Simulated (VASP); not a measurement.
Here is a VASP 6.6.1 calculation.

INCAR

```
PREC = Accurate ; ENCUT = 520
EDIFF = 1E-7 ; ISMEAR = -1
SIGMA = 0.05 ; LREAL = False
LASPH = True ; NELM = 80
ALGO = Normal ; ISIF = 2
LWAVE = False ; LCHARG = False
GGA = PS ; NBANDS = 28
```

The input KPOINTS:

```
Automatic mesh
0
Gamma
  7 7 7
```

Contents of POSCAR:

```
Ti3Al
1.0
    0.0000000000      3.2531841469      3.2531841469
    3.2531841469      0.0000000000      3.2531841469
    3.2531841469      3.2531841469      0.0000000000
Ti Al
3 1
Direct
    0.0000000000      0.0000000000      0.0000000000
    0.2500000000      0.2500000000      0.2500000000
    0.7500000000      0.7500000000      0.7500000000
    0.5000000000      0.5000000000      0.5000000000
```

Potentials or basis: VASP PAW PBE potentials, release 64 (Ti_sv, Al).

Launch:

```console
$ cat potpaw_PBE.64/Ti_sv/POTCAR potpaw_PBE.64/Al/POTCAR > POTCAR
$ mpirun -np 1 vasp_std > vasp.out
```

(1) Estimate the band gap on the k mesh.

(2) What does it give for the pressure?

## Answers

(1) zero (an odd number of electrons rules out a gap without spin polarisation).

(2) -6.8 GPa.

Caveat: the cell stands under tension; the PAW data sets were made with another functional, which shifts forces and pressure a little.
